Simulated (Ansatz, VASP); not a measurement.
# Pb, level by level in two programs

```xyz
2
Lattice="0.0000 3.4390 3.4390 3.4390 0.0000 3.4390 3.4390 3.4390 0.0000" Properties=species:S:1:pos:R:3 pbc="T T T"
Pb    1.7195    1.7195    1.7195
Pb    0.0000    0.0000    0.0000
```

Single points on this cell with VASP 6.6.1 and Ansatz 0.2.0. Each row is one pair of runs. Alike in all rows: spin: off; k mesh: 7 × 7 × 7; smearing: fermi-dirac, width 0.05 eV.

| level | VASP's potentials, cutoff | Ansatz's potentials, cutoff | gap on the k mesh at the Fermi level (eV), VASP | gap on the k mesh at the Fermi level (eV), Ansatz | pressure (GPa), VASP | pressure (GPa), Ansatz |
| --- | --- | --- | --- | --- | --- | --- |
| LDA | VASP PAW LDA potentials, release 64 (Pb_d), 520 eV | Ansatz PAW, 420 eV | none | none | -0.7 | -0.7 |
| PBE | VASP PAW PBE potentials, release 64 (Pb_d), 520 eV | Ansatz PAW, 420 eV | none | none | 2.4 | 2.4 |
| r2SCAN | VASP PAW PBE potentials, release 64 (Pb_d), 520 eV | Ansatz PAW, 500 eV | none | none | 1.1 | 1.1 |

Pressure (GPa): the two programs differ by at most 0.05.

A gap of «none» marks a metal or a gap that the smearing closes.

Neither program's run includes spin-orbit coupling.
